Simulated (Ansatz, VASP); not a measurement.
B5N: VASP beside Ansatz

File INCAR:

```
SYSTEM = B5N
PREC     = Accurate       ! precision mode
ENCUT    = 600            ! plane-wave cutoff, eV
EDIFF    = 1E-6           ! SCF threshold, eV
ISMEAR   = 0              ! smearing method
SIGMA    = 0.1            ! smearing width, eV
LREAL    = .False.        ! projectors in reciprocal space
LASPH    = .True.         ! aspherical terms in the spheres
NELM     = 100            ! most SCF steps
ALGO     = Normal         ! electronic algorithm
ISIF     = 3              ! what is computed and relaxed
LWAVE    = .False.        ! write WAVECAR
LCHARG   = .False.        ! write CHGCAR
GGA      = PE             ! functional
IBRION   = 2              ! ionic algorithm
NSW      = 90             ! ionic steps
EDIFFG   = -0.04          ! ionic threshold
```

Contents of KPOINTS:

```
Automatic mesh
0
Gamma
  6 6 6
  0 0 0
```

POSCAR

```
B5N
1.0
    3.9202774600      0.0000000000      0.0000000000
   -1.9601387300      3.3950598700      0.0000000000
    0.0000000000      0.0000000000      3.6636087100
B N
5 1
Direct
    0.6647854400      0.6647854400      0.0000000000
    0.3333333300      0.6666666700      0.5000000000
    0.0000000000      0.3352145600      0.0000000000
    0.3352145600      0.0000000000      0.0000000000
    0.6666666700      0.3333333300      0.5000000000
    0.0000000000      0.0000000000      0.5000000000
```

Input for Ansatz:

```yaml
crystal:
  lattice:
    - [3.92027746, 0.0, 0.0]
    - [-1.96013873, 3.39505987, 0.0]
    - [0.0, 0.0, 3.66360871]
  atoms:
    - { symbol: B, position: [0.66478544, 0.66478544, 0.0] }
    - { symbol: B, position: [0.33333333, 0.66666667, 0.5] }
    - { symbol: B, position: [0.0, 0.33521456, 0.0] }
    - { symbol: B, position: [0.33521456, 0.0, 0.0] }
    - { symbol: B, position: [0.66666667, 0.33333333, 0.5] }
    - { symbol: "N", position: [0.0, 0.0, 0.5] }
basis:
  ecutwfc: 420
kpoints:
  mp_grid: { grid: [6, 6, 6] }
hamiltonian:
  xc: pbe
scf:
  occupations: { method: gaussian, width: 0.1 }
  lower_state_search: "off"
output:
  forces: true
  stress: true
  eigenvalues: true
relax:
  adjacent_minimum: "off"
  f_tol: 0.04
  max_steps: 70
  cell: { stress_tol: 0.4 }
```

Change from the starting cell: species swapped into the MgPd5 type (P-62m, No. 189).

Alike in both runs: task relaxation of cell and atoms; functional PBE; k mesh 6 × 6 × 6; occupations gaussian, width 0.1 eV; no spin polarisation.

|  | VASP | Ansatz |
| --- | --- | --- |
| version | VASP 6.6.1 | Ansatz 0.2.0 |
| potentials or method | VASP PAW PBE potentials, release 64 (B, N), cutoff 600 eV | scalar-relativistic, plane waves, PAW |
| valence electrons in the cell | 20 | 20 |

```tsv
	VASP	Ansatz	Ansatz less VASP
gap on the k mesh at the Fermi level, each at its own relaxed structure (eV)	none	none	-
relaxed volume (Å³/atom)	7.90	9.07	+1.166
relaxed length of the cell vector where the two differ most in proportion (Å)	5.054	5.785	+0.7306
```

A gap of «none» marks a metal or a gap that the smearing closes. One of these differences is far larger than is usual between the two programs; its cause wasn't traced.
